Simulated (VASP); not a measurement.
# GaN (P1) in VASP: a series of runs

Runs on GaN. Level: PBE. Tasks: single point.

All numbers are computed with VASP 6.6.1; they aren't measurements. Logs are shortened: lines on timing, memory, paths and dates and some standing lists are left out, and cuts for length are marked.

### 1 The cell of the first run

The typed cell holds 32 atoms: a = 6.378 Å, b = 6.378 Å, c = 10.385 Å, α = 90.00°, β = 90.00°, γ = 120.00°.

### 2 Single point, PBE

Input file INCAR:

```
SYSTEM = GaN
PREC     = Accurate       ! precision mode
ENCUT    = 600            ! plane-wave cutoff, eV
EDIFF    = 1E-6           ! SCF threshold, eV
ISMEAR   = 0              ! smearing method
SIGMA    = 0.01           ! smearing width, eV
LREAL    = Auto         
LASPH    = .TRUE.         ! aspherical terms in the spheres
NELM     = 120            ! most SCF steps
ALGO     = Normal         ! electronic algorithm
ISIF     = 2              ! what is computed and relaxed
LWAVE    = .FALSE.        ! write WAVECAR
LCHARG   = .FALSE.        ! write CHGCAR
GGA      = PE             ! functional
NBANDS   = 166            ! bands
GGA_COMPAT= .FALSE.
```

Input file KPOINTS:

```
regular mesh
0
G
  1 1 1
  0 0 0
```

Input file POSCAR:

```
GaN
1.0
    6.3778600000      0.0000000000      0.0000000000
   -3.1889300000      5.5233900000      0.0000000000
    0.0000000000      0.0000000000     10.3847140000
Ga N
16 16
Direct
    0.3479980000      0.1625090000      0.2510630000
    0.1675850000      0.3385710000      0.4941410000
    0.3276470000      0.1693130000      0.7474330000
    0.1466110000      0.3408010000      0.9980330000
    0.3236910000      0.6757200000      0.2446670000
    0.1653710000      0.8334540000      0.5003850000
    0.3421180000      0.6597250000      0.7487210000
    0.1530750000      0.8342290000      0.9927620000
    0.8258480000      0.1685180000      0.2407960000
    0.6675610000      0.3214970000      0.4995040000
    0.8321450000      0.1595220000      0.7501430000
    0.6721370000      0.3321560000      0.9973360000
    0.8257620000      0.6664640000      0.2465640000
    0.6598670000      0.8317120000      0.5019750000
    0.8367530000      0.6644250000      0.7494980000
    0.6644850000      0.8304640000      0.9970200000
    0.3307320000      0.1619540000      0.4338190000
    0.1613740000      0.3301200000      0.1868530000
    0.3286710000      0.1683500000      0.9388440000
    0.1669980000      0.3279750000      0.6886960000
    0.3317870000      0.6696950000      0.4239580000
    0.1652000000      0.8315180000      0.1857870000
    0.3226190000      0.6806990000      0.9401770000
    0.1657850000      0.8335840000      0.6818560000
    0.8254430000      0.1769830000      0.4414180000
    0.6625570000      0.3204830000      0.1843820000
    0.8374830000      0.1639570000      0.9407730000
    0.6638140000      0.3428000000      0.6863620000
    0.8187450000      0.6655740000      0.4368680000
    0.6649300000      0.8376530000      0.1823570000
    0.8352080000      0.6793310000      0.9416350000
    0.6713870000      0.8361900000      0.6856650000
```

Potentials or basis: VASP PAW PBE potentials, release 64 (Ga_d, N).

Run with:

```console
> cat potpaw_PBE.64/Ga_d/POTCAR potpaw_PBE.64/N/POTCAR > POTCAR
> mpirun -np 1 vasp_gam > vasp.out
```

OUTCAR:

```text
SYSTEM = GaN
   PREC = Accurate
   ENCUT = 600
   EDIFF = 1E-6
   ISMEAR = 0
   LREAL = Auto
   LASPH = .TRUE.
   NELM = 120
   ISIF = 2
   GGA = PE

 ion  position               nearest neighbor table
   1  0.348  0.163  0.251-  26 1.87  17 1.90  22 1.95  18 2.07
   2  0.168  0.339  0.494-  25 1.97  21 1.97  17 1.98  20 2.02
   3  0.328  0.169  0.747-  20 1.87  28 1.96  24 1.98  19 1.99
   4  0.147  0.341  0.998-  27 1.81  18 1.97  23 1.97  19 2.05
   5  0.324  0.676  0.245-  22 1.84  21 1.86  30 1.99  18 2.00
   6  0.165  0.833  0.500-  24 1.88  17 1.94  21 1.99  29 2.03
[... 24 lines left out ...]
  31  0.835  0.679  0.942-   8 1.83  16 1.87  15 2.00  12 2.00
  32  0.671  0.836  0.686-  11 1.91  14 1.91   7 1.93  15 1.98

  LATTYP: Found a hexagonal cell.
 ALAT       =     6.3778600000
 C/A-ratio  =     1.6282442700

  Lattice vectors:

 A1 = (   6.3778600000,   0.0000000000,   0.0000000000)
 A2 = (  -3.1889300000,   5.5233900000,   0.0000000000)
 A3 = (   0.0000000000,   0.0000000000,  10.3847140000)

Analysis of symmetry for initial positions (statically):
=====================================================================
 Subroutine PRICEL returns:
 Original cell was already a primitive cell.

 Routine SETGRP: Setting up the symmetry group for a
 hexagonal supercell.

 Subroutine GETGRP returns: Found  1 space group operations
 (whereof  1 operations were pure point group operations)
 out of a pool of 24 trial point group operations.

The static configuration has the point symmetry C_1 .

Analysis of symmetry for dynamics (positions and initial velocities):
=====================================================================
 Subroutine PRICEL returns:
 Original cell was already a primitive cell.

 Routine SETGRP: Setting up the symmetry group for a
 hexagonal supercell.

 Subroutine GETGRP returns: Found  1 space group operations
 (whereof  1 operations were pure point group operations)
 out of a pool of 24 trial point group operations.

The dynamic configuration has the point symmetry C_1 .

 Subroutine INISYM returns: Found  1 space group operations
 (whereof  1 operations are pure point group operations),
 and found     1 'primitive' translations

----------------------------------------------------------------------------------------

                                     Primitive cell

  volume of cell :     365.8266

  direct lattice vectors                    reciprocal lattice vectors
     6.377860000  0.000000000  0.000000000     0.156792404  0.090524117  0.000000000
    -3.188930000  5.523390000  0.000000000     0.000000000  0.181048233  0.000000000
     0.000000000  0.000000000 10.384714000     0.000000000  0.000000000  0.096295382

  length of vectors
     6.377860000  6.377861055 10.384714000     0.181048263  0.181048233  0.096295382

  position of ions in fractional coordinates (direct lattice)
     0.347998000  0.162509000  0.251063000
     0.167585000  0.338571000  0.494141000
     0.327647000  0.169313000  0.747433000
     0.146611000  0.340801000  0.998033000
     0.323691000  0.675720000  0.244667000
     0.165371000  0.833454000  0.500385000
[... 24 lines left out ...]
     0.835208000  0.679331000  0.941635000
     0.671387000  0.836190000  0.685665000

  ion indices of the primitive-cell ions
   primitive index   ion index
                 1           1
                 2           2
                 3           3
                 4           4
                 5           5
                 6           6
[... 24 lines left out ...]
                31          31
                32          32

----------------------------------------------------------------------------------------

 KPOINTS: regular mesh

Automatic generation of k-mesh.
 Grid dimensions read from file:
 generate k-points for:    1    1    1

 Generating k-lattice:

  Cartesian coordinates                     Fractional coordinates (reciprocal lattice)
     0.156792404  0.090524117  0.000000000     1.000000000  0.000000000  0.000000000
     0.000000000  0.181048233  0.000000000     0.000000000  1.000000000  0.000000000
     0.000000000  0.000000000  0.096295382     0.000000000  0.000000000  1.000000000

  Length of vectors
     0.181048263  0.181048233  0.096295382

  Shift w.r.t. Gamma in fractional coordinates (k-lattice)
     0.000000000  0.000000000  0.000000000

 Subroutine IBZKPT returns following result:
 ===========================================

 Found      1 irreducible k-points:

 Following reciprocal coordinates:
            Coordinates               Weight
  0.000000  0.000000  0.000000      1.000000
   k-points           NKPTS =      1   k-points in BZ     NKDIM =      1   number of bands    NBANDS=    166
   number of dos      NEDOS =    301   number of ions     NIONS =     32
   total plane-waves  NPLWV = 244944
   dimension x,y,z NGX =    54 NGY =   54 NGZ =   84
   dimension x,y,z NGXF=   108 NGYF=  108 NGZF=  168
   ions per type =              16  16
   NGX,Y,Z   is equivalent  to a cutoff of  14.08, 14.08, 13.45 a.u.
   NGXF,Y,Z  is equivalent  to a cutoff of  28.15, 28.15, 26.89 a.u.
 SYSTEM =  GaN
   PREC   = accura    normal or accurate (medium, high low for compatibility)
   ISTART =      0    job   : 0-new  1-cont  2-samecut
   ICHARG =      2    charge: 1-file 2-atom 10-const
   ISPIN  =      1    spin polarized calculation?
   LNONCOLLINEAR =      F non collinear calculations
   LSORBIT =      F    spin-orbit coupling
   LASPH  =      T    aspherical Exc in radial PAW
   ENCUT  =  600.0 eV  44.10 Ry    6.64 a.u.  12.74 12.74 20.74*2*pi/ulx,y,z
   NELM   =    120;   NELMIN=  2; NELMDL= -5     # of ELM steps
   EDIFF  = 0.1E-05   stopping-criterion for ELM
   LREAL  =      T    real-space projection
   EDIFFG = 0.1E-04   stopping-criterion for IOM
   NSW    =      0    number of steps for IOM
   IBRION =     -1    ionic relax: 0-MD 1-quasi-New 2-CG
   NFREE  =      0    steps in history (QN), initial steepest desc. (CG)
   ISIF   =      2    stress and relaxation
   ISYM   =      2    0-nonsym 1-usesym 2-fastsym
   POTIM  = 0.5000    time-step for ionic-motion
   TEBEG  =    0.0;   TEEND  =   0.0 temperature during run
   PSTRESS=    0.0 pullay stress
   NELECT =     288.0000    total number of electrons
   NUPDOWN=      -1.0000    fix difference up-down
   EMIN   =  10.00;   EMAX   =-10.00  energy-range for DOS
   EFERMI =   0.00;   METHOD = LEGACY
   ISMEAR =     0;   SIGMA  =   0.01  broadening in eV -4-tet -1-fermi 0-gaus
   EFERMI_NEDOS =   21; number of points for ismear=-14 and -15
   IALGO  =     38    algorithm
   IMIX   =      4    mixing-type and parameters
     AMIX     =   0.40;   BMIX     =  1.00
     AMIX_MAG =   1.60;   BMIX_MAG =  1.00
  volume/ion in A,a.u.               =      11.43        77.15
  Fermi-wavevector in a.u.,A,eV,Ry     =   1.511636  2.856578 31.089906  2.285044
  Thomas-Fermi vector in A             =   2.621667
   LORBIT       =      0    0 simple, 1 ext, 2 COOP (PROOUT), +10 PAW based schemes
   GGA     = PE    functional components
   LHFCALC =     F    Hartree Fock is set to
   AEXX    =    0.0000 exact exchange contribution
   IVDW    =     0    specifies the selected vdW correction
   LEPSILON=     F    determine dielectric tensor
   LRPA    =     F    only Hartree local field effects (RPA)
 non-spin polarized calculation
 Gauss-broadening in eV      SIGMA  =   0.01
  energy-cutoff  :      600.00
  volume of cell :      365.83
 maximum number of plane-waves:      6132
 NGX is ok and might be reduce to    50
   NGX = 25   NGY = 25   NGZ = 41

 number of electron     288.0000014 magnetization

 Free energy of the ion-electron system (eV)
  ---------------------------------------------------
  ext. energy  EPLUGINS =         0.00000000
  ---------------------------------------------------
  free energy    TOTEN  =      -179.56790694 eV

  energy without entropy =     -179.56790694  energy(sigma->0) =     -179.56790694

 E-fermi :   5.8328     XC(G=0): -11.5962

 val. band max:        5.7256479901   @ k =   0.0000   0.0000   0.0000
 cond. band min:       7.3403824147   @ k =   0.0000   0.0000   0.0000
 fundamental gap:      1.6147344246
 Fermi energy:         5.8328191593

 k-point     1 :       0.0000    0.0000    0.0000
  band No.  band energies     occupation
      1     -10.6450      2.00000
      2     -10.1716      2.00000
      3     -10.1178      2.00000
      4     -10.0179      2.00000
      5      -9.8720      2.00000
      6      -9.7824      2.00000
[... 148 lines left out ...]
    155      10.3578      0.00000
    156      10.4267      0.00000
 [bands above 156 left out]

------------------------ aborting loop because EDIFF is reached ----------------------------------------

  FORCE on cell =-STRESS in cart. coord.  units (eV):
  Direction    XX          YY          ZZ          XY          YZ          ZX
  --------------------------------------------------------------------------------------
  -------------------------------------------------------------------------------------
  Total       30.7041956     24.3593261      1.5646510     -2.1581195      1.1846243     -0.3924658
  in kB      134.4723748    106.6843267      6.8525600     -9.4517196      5.1881912     -1.7188467
  external PRESSURE =      82.6697538 kB  Pullay stress =       0.0000000 kB

 VOLUME and BASIS-vectors are now :
 -----------------------------------------------------------------------------
  energy-cutoff  :      600.00
  volume of cell :      365.83
      direct lattice vectors                 reciprocal lattice vectors
     6.377860000  0.000000000  0.000000000     0.156792404  0.090524117  0.000000000
    -3.188930000  5.523390000  0.000000000     0.000000000  0.181048233  0.000000000
     0.000000000  0.000000000 10.384714000     0.000000000  0.000000000  0.096295382

 POSITION                                       TOTAL-FORCE (eV/Angst)
 -----------------------------------------------------------------------------------
      1.70125      0.89760      2.60722        -2.349864     -0.125412     -0.558244
     -0.01085      1.87006      5.13151        -0.026121     -0.290897     -0.063750
      1.54976      0.93518      7.76188         1.185367     -0.596918      0.874425
     -0.15173      1.88238     10.36429         3.073492      0.459776      1.162236
     -0.09037      3.73227      2.54080         1.535271     -1.378152     -0.534635
     -1.60311      4.60349      5.19636        -0.584604     -0.404832     -1.008627
[... 24 lines left out ...]
      3.16050      3.75221      9.77861        -0.479896     -1.961880     -1.295793
      1.61546      4.61860      7.12043        -0.172790     -0.411618      0.487414
 -----------------------------------------------------------------------------------
    total drift:                               -0.002806     -0.000744     -0.004554

  FREE ENERGIE OF THE ION-ELECTRON SYSTEM (eV)
  ---------------------------------------------------
  free  energy   TOTEN  =      -179.5679069426 eV

  energy  without entropy=     -179.5679069426  energy(sigma->0) =     -179.56790694
```

Wall time 2.5 min (1 thread of Intel Xeon 6975P-C (Granite Rapids), shared host); peak memory 0.51 GiB.

What came out:

```yaml
Free_energy: -179.5679 eV
Pressure: 8.3 GPa
Largest_force: 3.318 eV/Å
Band_gap_on_the_k_mesh: 1.61 eV
```

Forces on the atoms (eV/Å):
```
Ga  -2.350 -0.125 -0.558
Ga  -0.026 -0.291 -0.064
Ga   1.185 -0.597  0.874
Ga   3.073  0.460  1.162
Ga   1.535 -1.378 -0.535
Ga  -0.585 -0.405 -1.009
Ga  -1.365  0.631  0.454
Ga   0.937  1.642  1.538
Ga   1.821 -0.500  1.512
Ga  -2.476  2.003  0.615
Ga  -0.590  0.982 -0.030
Ga  -1.528 -0.159 -0.042
Ga   0.210  0.217  0.622
Ga   0.066  0.257 -1.147
Ga  -0.031  0.386 -0.041
Ga  -1.151  0.192  0.788
N   -0.032  0.227  0.556
N    0.288  0.421 -0.073
N    0.028  0.834 -0.679
N   -0.861  0.620 -0.840
N    0.022 -0.059  1.883
N   -1.348  0.379 -0.637
N    1.395 -1.067 -1.182
N    0.646 -0.324  0.778
N    2.485 -1.552 -1.127
N   -0.501  1.727 -0.669
N   -1.596 -0.424 -1.505
N    0.698 -1.047  0.360
N    0.788 -0.135 -0.239
N   -0.085 -0.540  0.040
N   -0.480 -1.962 -1.296
N   -0.173 -0.412  0.487
```

Caveat: the k points lie up to 1.14 Å⁻¹ apart; an odd mesh through Γ misses points on the zone boundary, where band edges can lie; forces of over 1 eV/Å act on the atoms, so gaps and moduli don't describe the material at rest.

### 3 Single point, PBE

Input file INCAR:

```
  ALGO = Normal
  EDIFF = 1E-6
  ENCUT = 600
  GGA = PE
  GGA_COMPAT = F
  ISIF = 2
  ISMEAR = 0
  LASPH = T
  LCHARG = T
  LELF = T
  LREAL = Auto
  LVHAR = T
  LWAVE = F
  NBANDS = 166
  NELM = 120
  PREC = Accurate
  SIGMA = 0.01
```

Input file KPOINTS:

```
k-points
0
Gamma
  1 1 1
```

POSCAR is that of step 2.

Potentials or basis: VASP PAW PBE potentials, release 64 (Ga_d, N).

Run with:

```console
> cat potpaw_PBE.64/Ga_d/POTCAR potpaw_PBE.64/N/POTCAR > POTCAR
> mpirun -np 1 vasp_gam > vasp.out
```

Run time: 2.4 min. Hardware: 1 thread of Intel Xeon 6975P-C (Granite Rapids), shared host; peak memory 0.51 GiB.

The run converged. Its results:

```
Free energy            : -179.5679 eV
Pressure               : 8.3 GPa
Largest force          : 3.318 eV/Å
Band gap on the k mesh : 1.61 eV
```

Forces in eV/Å, atoms in the order of the input:
```
Ga  -2.350 -0.125 -0.558
Ga  -0.026 -0.291 -0.064
Ga   1.185 -0.597  0.874
Ga   3.073  0.460  1.162
Ga   1.535 -1.378 -0.535
Ga  -0.585 -0.405 -1.009
Ga  -1.365  0.631  0.454
Ga   0.937  1.642  1.538
Ga   1.821 -0.500  1.512
Ga  -2.476  2.003  0.615
Ga  -0.590  0.982 -0.030
Ga  -1.528 -0.159 -0.042
Ga   0.210  0.217  0.622
Ga   0.066  0.257 -1.147
Ga  -0.031  0.386 -0.041
Ga  -1.151  0.192  0.788
N   -0.032  0.227  0.556
N    0.288  0.421 -0.073
N    0.028  0.834 -0.679
N   -0.861  0.620 -0.840
N    0.022 -0.059  1.883
N   -1.348  0.379 -0.637
N    1.395 -1.067 -1.182
N    0.646 -0.324  0.778
N    2.485 -1.552 -1.127
N   -0.501  1.727 -0.669
N   -1.596 -0.424 -1.505
N    0.698 -1.047  0.360
N    0.788 -0.135 -0.239
N   -0.085 -0.540  0.040
N   -0.480 -1.962 -1.296
N   -0.173 -0.412  0.487
```

Stress tensor (GPa, compression positive):
```
13.45 -0.95 -0.17
-0.95 10.67  0.52
-0.17  0.52  0.69
```

Levels at points of the mesh, in eV from the valence-band top:
```
           k point  band 142  band 143  band 144  band 145  band 146  band 147
(0.00, 0.00, 0.00)     -0.13     -0.05      0.00      1.61      3.66      3.83
```

Caveat: the k points lie up to 1.14 Å⁻¹ apart; an odd mesh through Γ misses points on the zone boundary, where band edges can lie; forces of over 1 eV/Å act on the atoms, so gaps and moduli don't describe the material at rest.
